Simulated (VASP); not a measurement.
# H2CO in VASP: single point with PBE

Aim: the single point of H2CO with PBE.

All numbers are computed with VASP 6.6.1; they aren't measurements. Logs are shortened: lines on timing, memory, paths and dates and some standing lists are left out, and cuts for length are marked.

## Step 1: The cell of the first run

The cell holds a disordered packing, 32 atoms: a = 8.593 Å, b = 8.593 Å, c = 8.593 Å, α = 90.00°, β = 90.00°, γ = 90.00°.

## Step 2: Single point, PBE

INCAR reads:

```
ALGO = Normal ; EDIFF = 1E-6
ENCUT = 1000 ; GGA = PE
GGA_COMPAT = F ; ISIF = 2
ISMEAR = -1 ; LASPH = T
LCHARG = F ; LREAL = Auto
LWAVE = F ; NBANDS = 70
NELM = 120 ; PREC = Accurate
SIGMA = 0.05
```

KPOINTS reads:

```
k-points
0
Gamma
  1 1 1
```

POSCAR reads:

```
H2CO
1.0
    8.5925300000      0.0000000000      0.0000000000
    0.0000000000      8.5925300000      0.0000000000
    0.0000000000      0.0000000000      8.5925300000
O C H
8 8 16
Direct
    0.2885878781      0.4336324691      0.8563833935
    0.9845412236      0.9755333994      0.1032408383
    0.9412827188      0.4334578989      0.2489138822
    0.6449322842      0.3770251602      0.7150862435
    0.5567743144      0.0845618229      0.2462022245
    0.5686567286      0.5953310608      0.2466328311
    0.1834034912      0.0076927285      0.6442107272
    0.7568434442      0.8897728608      0.7121185495
    0.2983870874      0.4718866271      0.7233026827
    0.9979482178      0.8388099896      0.0898338440
    0.9912447207      0.3053349828      0.2449336808
    0.6771230359      0.3146453955      0.5917581900
    0.5354651075      0.0543262578      0.1135637583
    0.5560876715      0.5416681699      0.1165663664
    0.1100723535      0.0699444750      0.7408993626
    0.6879114766      0.8215158981      0.6083307245
    0.2908572912      0.5987060854      0.6926015970
    0.3231993371      0.3896058553      0.6254967978
    1.1142934619      0.7815393138      0.0916260985
    0.8983500785      0.7555865385      0.0665578124
    1.0461063272      0.2512647614      0.1458127001
    0.9993796938      0.2402668364      0.3547499980
    0.6720372230      0.3817152806      0.4803125506
    0.7244664843      0.1915617403      0.5894538628
    0.6289882025      0.0842010444      0.0125690571
    0.4312466759     -0.0119056902      0.0664297943
    0.5796895676      0.6139635241      0.0146755379
    0.5241413181      0.4232280830      0.0815941289
   -0.0126505232      0.1274944632      0.7286328939
    0.1630835156      0.0841428543      0.8550566597
    0.7514899570      0.7870673713      0.4986657015
    0.5647812693      0.8049899157      0.6077837377
```

Potentials or basis: VASP PAW PBE potentials, release 64 (O_h, C_h, H_h).

Command:

```console
cat potpaw_PBE.64/O_h/POTCAR potpaw_PBE.64/C_h/POTCAR potpaw_PBE.64/H_h/POTCAR > POTCAR
mpirun -np 1 vasp_gam > vasp.out
```

OUTCAR:

```text
EDIFF = 1E-6
   ENCUT = 1000
   GGA = PE
   ISIF = 2
   ISMEAR = -1
   LASPH = T
   LREAL = Auto
   NELM = 120
   PREC = Accurate

 ion  position               nearest neighbor table
   1  0.289  0.434  0.856-   9 1.19
   2  0.985  0.976  0.103-  10 1.19
   3  0.941  0.433  0.249-  11 1.18
   4  0.645  0.377  0.715-  12 1.22
   5  0.557  0.085  0.246-  13 1.18
   6  0.569  0.595  0.247-  14 1.21
   7  0.183  0.008  0.644-  15 1.17
   8  0.757  0.890  0.712-  16 1.22
   9  0.298  0.472  0.723-  18 1.12  17 1.12   1 1.19
  10  0.998  0.839  0.090-  19 1.11  20 1.13   2 1.19
  11  0.991  0.305  0.245-  21 1.08  22 1.10   3 1.18
  12  0.677  0.315  0.592-  23 1.12  24 1.13   4 1.22
  13  0.535  0.054  0.114-  26 1.14   5 1.18
  14  0.556  0.542  0.117-  27 1.09  28 1.10   6 1.21
  15  0.110  0.070  0.741-  30 1.09  29 1.17   7 1.17
  16  0.688  0.822  0.608-  32 1.07  31 1.13   8 1.22
  17  0.291  0.599  0.693-   9 1.12
  18  0.323  0.390  0.625-   9 1.12
  19  0.114  0.782  0.092-  10 1.11
  20  0.898  0.756  0.067-  10 1.13
  21  0.046  0.251  0.146-  11 1.08
  22  0.999  0.240  0.355-  11 1.10
  23  0.672  0.382  0.480-  12 1.12
  24  0.724  0.192  0.589-  12 1.13
  25  0.629  0.084  0.013-
  26  0.431  0.988  0.066-  13 1.14
  27  0.580  0.614  0.015-  14 1.09
  28  0.524  0.423  0.082-  14 1.10
  29  0.987  0.127  0.729-  15 1.17
  30  0.163  0.084  0.855-  15 1.09
  31  0.751  0.787  0.499-  16 1.13
  32  0.565  0.805  0.608-  16 1.07

  LATTYP: Found a simple cubic cell.
 ALAT       =     8.5925300000

  Lattice vectors:

 A1 = (   8.5925300000,   0.0000000000,   0.0000000000)
 A2 = (   0.0000000000,   8.5925300000,   0.0000000000)
 A3 = (   0.0000000000,   0.0000000000,   8.5925300000)

Analysis of symmetry for initial positions (statically):
=====================================================================
 Subroutine PRICEL returns:
 Original cell was already a primitive cell.

 Routine SETGRP: Setting up the symmetry group for a
 simple cubic supercell.

 Subroutine GETGRP returns: Found  1 space group operations
 (whereof  1 operations were pure point group operations)
 out of a pool of 48 trial point group operations.

The static configuration has the point symmetry C_1 .

Analysis of symmetry for dynamics (positions and initial velocities):
=====================================================================
 Subroutine PRICEL returns:
 Original cell was already a primitive cell.

 Routine SETGRP: Setting up the symmetry group for a
 simple cubic supercell.

 Subroutine GETGRP returns: Found  1 space group operations
 (whereof  1 operations were pure point group operations)
 out of a pool of 48 trial point group operations.

The dynamic configuration has the point symmetry C_1 .

 Subroutine INISYM returns: Found  1 space group operations
 (whereof  1 operations are pure point group operations),
 and found     1 'primitive' translations

----------------------------------------------------------------------------------------

                                     Primitive cell

  volume of cell :     634.4000

  direct lattice vectors                    reciprocal lattice vectors
     8.592530000  0.000000000  0.000000000     0.116380158  0.000000000  0.000000000
     0.000000000  8.592530000  0.000000000     0.000000000  0.116380158  0.000000000
     0.000000000  0.000000000  8.592530000     0.000000000  0.000000000  0.116380158

  length of vectors
     8.592530000  8.592530000  8.592530000     0.116380158  0.116380158  0.116380158

  position of ions in fractional coordinates (direct lattice)
     0.288587878  0.433632469  0.856383394
     0.984541224  0.975533399  0.103240838
     0.941282719  0.433457899  0.248913882
     0.644932284  0.377025160  0.715086243
     0.556774314  0.084561823  0.246202225
     0.568656729  0.595331061  0.246632831
[... 24 lines left out ...]
     0.751489957  0.787067371  0.498665702
     0.564781269  0.804989916  0.607783738

  ion indices of the primitive-cell ions
   primitive index   ion index
                 1           1
                 2           2
                 3           3
                 4           4
                 5           5
                 6           6
[... 24 lines left out ...]
                31          31
                32          32

----------------------------------------------------------------------------------------

 KPOINTS: k-points

Automatic generation of k-mesh.
 Grid dimensions read from file:
 generate k-points for:    1    1    1

 Generating k-lattice:

  Cartesian coordinates                     Fractional coordinates (reciprocal lattice)
     0.116380158  0.000000000  0.000000000     1.000000000  0.000000000  0.000000000
     0.000000000  0.116380158  0.000000000     0.000000000  1.000000000  0.000000000
     0.000000000  0.000000000  0.116380158     0.000000000  0.000000000  1.000000000

  Length of vectors
     0.116380158  0.116380158  0.116380158

  Shift w.r.t. Gamma in fractional coordinates (k-lattice)
     0.000000000  0.000000000  0.000000000

 Subroutine IBZKPT returns following result:
 ===========================================

 Found      1 irreducible k-points:

 Following reciprocal coordinates:
            Coordinates               Weight
  0.000000  0.000000  0.000000      1.000000
   k-points           NKPTS =      1   k-points in BZ     NKDIM =      1   number of bands    NBANDS=     70
   number of dos      NEDOS =    301   number of ions     NIONS =     32
   total plane-waves  NPLWV = 729000
   dimension x,y,z NGX =    90 NGY =   90 NGZ =   90
   dimension x,y,z NGXF=   180 NGYF=  180 NGZF=  180
   ions per type =               8   8  16
   NGX,Y,Z   is equivalent  to a cutoff of  17.41, 17.41, 17.41 a.u.
   NGXF,Y,Z  is equivalent  to a cutoff of  34.83, 34.83, 34.83 a.u.
 SYSTEM =  unknown system
   PREC   = accura    normal or accurate (medium, high low for compatibility)
   ISTART =      0    job   : 0-new  1-cont  2-samecut
   ICHARG =      2    charge: 1-file 2-atom 10-const
   ISPIN  =      1    spin polarized calculation?
   LNONCOLLINEAR =      F non collinear calculations
   LSORBIT =      F    spin-orbit coupling
   LASPH  =      T    aspherical Exc in radial PAW
   ENCUT  = 1000.0 eV  73.50 Ry    8.57 a.u.  22.16 22.16 22.16*2*pi/ulx,y,z
   NELM   =    120;   NELMIN=  2; NELMDL= -5     # of ELM steps
   EDIFF  = 0.1E-05   stopping-criterion for ELM
   LREAL  =      T    real-space projection
   EDIFFG = 0.1E-04   stopping-criterion for IOM
   NSW    =      0    number of steps for IOM
   IBRION =     -1    ionic relax: 0-MD 1-quasi-New 2-CG
   NFREE  =      0    steps in history (QN), initial steepest desc. (CG)
   ISIF   =      2    stress and relaxation
   ISYM   =      2    0-nonsym 1-usesym 2-fastsym
   POTIM  = 0.5000    time-step for ionic-motion
   TEBEG  =    0.0;   TEEND  =   0.0 temperature during run
   PSTRESS=    0.0 pullay stress
   NELECT =      96.0000    total number of electrons
   NUPDOWN=      -1.0000    fix difference up-down
   EMIN   =  10.00;   EMAX   =-10.00  energy-range for DOS
   EFERMI =   0.00;   METHOD = LEGACY
   ISMEAR =    -1;   SIGMA  =   0.05  broadening in eV -4-tet -1-fermi 0-gaus
   EFERMI_NEDOS =   21; number of points for ismear=-14 and -15
   IALGO  =     38    algorithm
   IMIX   =      4    mixing-type and parameters
     AMIX     =   0.40;   BMIX     =  1.00
     AMIX_MAG =   1.60;   BMIX_MAG =  1.00
  volume/ion in A,a.u.               =      19.82       133.79
  Fermi-wavevector in a.u.,A,eV,Ry     =   0.872390  1.648579 10.354917  0.761065
  Thomas-Fermi vector in A             =   1.991633
   LORBIT       =      0    0 simple, 1 ext, 2 COOP (PROOUT), +10 PAW based schemes
   GGA     = PE    functional components
   LHFCALC =     F    Hartree Fock is set to
   AEXX    =    0.0000 exact exchange contribution
   IVDW    =     0    specifies the selected vdW correction
   LEPSILON=     F    determine dielectric tensor
   LRPA    =     F    only Hartree local field effects (RPA)
 non-spin polarized calculation
  energy-cutoff  :     1000.00
  volume of cell :      634.40
 maximum number of plane-waves:     22777
 NGX is ok and might be reduce to    90
   NGX = 45   NGY = 45   NGZ = 45

 number of electron      95.9999993 magnetization

 Free energy of the ion-electron system (eV)
  ---------------------------------------------------
  ext. energy  EPLUGINS =         0.00000000
  ---------------------------------------------------
  free energy    TOTEN  =      -178.31141741 eV

  energy without entropy =     -178.31141741  energy(sigma->0) =     -178.31141741

 E-fermi :  -2.3236     XC(G=0):  -5.2252

 val. band max:       -3.6298752584   @ k =   0.0000   0.0000   0.0000
 cond. band min:      -0.4225495022   @ k =   0.0000   0.0000   0.0000
 fundamental gap:      3.2073257562
 Fermi energy:        -2.3236432798

 k-point     1 :       0.0000    0.0000    0.0000
  band No.  band energies     occupation
      1     -24.7501      2.00000
      2     -24.7153      2.00000
      3     -24.6615      2.00000
      4     -24.6471      2.00000
      5     -24.5197      2.00000
      6     -24.1884      2.00000
[... 52 lines left out ...]
     59       2.5117      0.00000
     60       2.7312      0.00000
 [bands above 60 left out]

------------------------ aborting loop because EDIFF is reached ----------------------------------------

  FORCE on cell =-STRESS in cart. coord.  units (eV):
  Direction    XX          YY          ZZ          XY          YZ          ZX
  --------------------------------------------------------------------------------------
  -------------------------------------------------------------------------------------
  Total        0.0959418      5.4386795      5.5852320     -1.9738593      0.3134171     -1.0871297
  in kB        0.2423010     13.7353863     14.1055047     -4.9849821      0.7915350     -2.7455462
  external PRESSURE =       9.3610640 kB  Pullay stress =       0.0000000 kB

 VOLUME and BASIS-vectors are now :
 -----------------------------------------------------------------------------
  energy-cutoff  :     1000.00
  volume of cell :      634.40
      direct lattice vectors                 reciprocal lattice vectors
     8.592530000  0.000000000  0.000000000     0.116380158  0.000000000  0.000000000
     0.000000000  8.592530000  0.000000000     0.000000000  0.116380158  0.000000000
     0.000000000  0.000000000  8.592530000     0.000000000  0.000000000  0.116380158

 POSITION                                       TOTAL-FORCE (eV/Angst)
 -----------------------------------------------------------------------------------
      2.47970      3.72600      7.35850        -0.255946     -0.789929      1.418915
      8.45970      8.38230      0.88710        -0.410960      1.941672      0.282614
      8.08800      3.72450      2.13880        -1.238641      2.639517     -0.436502
      5.54160      3.23960      6.14440        -0.082076     -0.212786     -0.312805
      4.78410      0.72660      2.11550         0.079105      0.444452      1.764138
      4.88620      5.11540      2.11920        -0.211589     -0.540824      0.024907
[... 24 lines left out ...]
      6.45720      6.76290      4.28480        -0.238946     -0.173457      0.373563
      4.85290      6.91690      5.22240        -1.449336     -0.359828      0.197080
 -----------------------------------------------------------------------------------
    total drift:                                0.003127     -0.001134      0.000371

  FREE ENERGIE OF THE ION-ELECTRON SYSTEM (eV)
  ---------------------------------------------------
  free  energy   TOTEN  =      -178.3114174089 eV

  energy  without entropy=     -178.3114174088  energy(sigma->0) =     -178.31141741
```

Wall time 4.7 min (1 thread of Intel Xeon Platinum 8375C at 2.90GHz (Ice Lake), shared host); peak memory 1.2 GiB.

What came out:

- Free energy: -178.3114 eV
- Pressure: 0.9 GPa
- Largest force: 3.694 eV/Å
- Band gap on the k mesh: 3.21 eV

Forces in eV/Å, atoms in the order of the input:
```
O   -0.256 -0.790  1.419
O   -0.411  1.942  0.283
O   -1.239  2.640 -0.437
O   -0.082 -0.213 -0.313
O    0.079  0.444  1.764
O   -0.212 -0.541  0.025
O    1.199 -1.571 -2.943
O   -0.383 -0.392 -0.095
C    0.466  0.999 -1.236
C    0.072 -2.364 -0.605
C    1.159 -1.393  1.124
C    0.562  0.132  0.383
C    1.031 -0.444 -3.520
C    0.292  0.669  0.068
C   -2.138  2.082  2.101
C    2.032  0.888 -0.500
H   -0.067 -0.177 -0.263
H   -0.186 -0.018  0.101
H    0.136 -0.110  0.126
H    0.172  0.409  0.218
H    0.184 -0.410 -1.063
H   -0.082 -0.769  0.372
H   -0.124 -0.309  0.015
H   -0.339  0.434 -0.143
H   -1.234 -0.268  1.391
H    0.164  0.277  0.391
H    0.145  0.555 -0.594
H   -0.225 -0.679  0.519
H    0.991 -0.693 -0.237
H   -0.021  0.204  1.077
H   -0.239 -0.173  0.374
H   -1.449 -0.360  0.197
```

Caveat: the k points lie up to 0.73 Å⁻¹ apart.
